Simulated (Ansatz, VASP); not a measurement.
## SiC: VASP beside Ansatz

```
CELL_PARAMETERS angstrom
2.17841 2.17841 0.00000
-2.17841 2.17841 0.00000
0.00000 2.17841 2.17841
ATOMIC_POSITIONS crystal
Si 0.00000 0.00000 0.00000
C 0.75000 0.25000 0.50000
```

Alike in both runs: functional PBEsol; k mesh 14 × 14 × 14; occupations fermi-dirac, width 0.1 eV; no spin polarisation.

Ansatz relaxed the structure, and its values are those at the end. VASP's run is a single point on that final structure, the one shown.

|  | VASP | Ansatz |
| --- | --- | --- |
| version | VASP 6.6.1 | Ansatz 0.2.0 |
| potentials or method | VASP PAW PBE potentials, release 64 (Si, C) | PAW with Ansatz's default frozen-core files, scalar-relativistic |
| plane-wave cutoff (eV) | 520 | 420 |
| valence electrons in the cell | 8 | 8 |

|  | VASP | Ansatz | Ansatz less VASP |
| --- | --- | --- | --- |
| pressure (GPa) | 0.4 | 0.0 | -0.35 |

VASP's potentials were made for PBE, not for PBEsol. With one functional, cell and mesh, what is left measures potentials, basis and numerics.
